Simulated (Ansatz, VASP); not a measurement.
## One calculation of KTaO3, two programs

```
CELL_PARAMETERS angstrom
3.98830 0.00000 0.00000
0.00000 3.98830 0.00000
0.00000 0.00000 3.98830
ATOMIC_POSITIONS crystal
K 0.00000 0.00000 0.00000
Ta 0.50000 0.50000 0.50000
O 0.00000 0.50000 0.50000
O 0.50000 0.50000 0.00000
O 0.50000 0.00000 0.50000
```

Alike in both runs: task single point; functional r2SCAN; k mesh 8 × 8 × 8; occupations gaussian, width 0.05 eV; no spin polarisation.

```csv
,VASP,Ansatz
version,VASP 6.6.1,Ansatz 0.2.0
potentials or method,"VASP PAW PBE potentials, release 64 (K_sv, Ta_pv, O), cutoff 520 eV","scalar-relativistic, plane waves, PAW"
valence electrons in the cell,38,40
```

Ansatz gave:

* gap on the k mesh at the Fermi level (eV): 2.63
* least direct gap on the mesh (eV): 3.27
* pressure (GPa): 0.3

Estimate VASP's values.

gap on the k mesh at the Fermi level (eV): 2.60; least direct gap on the mesh (eV): 3.25; pressure (GPa): 1.2.

VASP's potentials were made for PBE, not for r2SCAN. The functional is the same, so the differences come from potentials, cutoffs and numerics. VASP's potentials hold 38 valence electrons a cell and Ansatz's 40, so a difference there can come from the potentials and not from the codes.

Spin-orbit coupling is off throughout.
